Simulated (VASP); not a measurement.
Mn, 2 atoms in the cell. The structure is cubic, space group Fd-3m (No. 227). Conventional cell: a = 5.025 Å, b = 5.025 Å, c = 5.025 Å, α = 90.00°, β = 90.00°, γ = 90.00°. Within 2.9 Å of Mn (site symmetry -43m) lie 4 Mn at 2.18 Å. 

* Program: VASP 6.6.1
* Task: relaxation of cell and atoms
* Functional: BLYP
* Potentials or basis: VASP PAW PBE potentials, release 64 (Mn_pv)
* Cutoff: 600 eV
* k mesh: 11 × 11 × 11
* Occupations: fermi-dirac, width 0.1 eV
* Spin: no spin polarisation
* Dipole correction: no
* Further INCAR settings: ALGO = Normal; EDIFF = 1e-06; IBRION = 2; EDIFFG = -0.01; NSW = 80; ISIF = 3

Potentials or basis: VASP PAW PBE potentials, release 64 (Mn_pv).

Run with:

```sh
$ cat potpaw_PBE.64/Mn_pv/POTCAR > POTCAR
$ mpirun -np 1 vasp_std > vasp.out
```

Hardware: 1 thread of Intel(R) Xeon(R) Platinum 8488C (Sapphire Rapids), with other jobs on the host.

How long does it take, and how much memory?

It took 62 s on 1 thread of Intel(R) Xeon(R) Platinum 8488C (Sapphire Rapids), with other jobs on the host, peak memory 0.17 GiB. Counts: scf iterations 24, k points 56, ion steps 3.
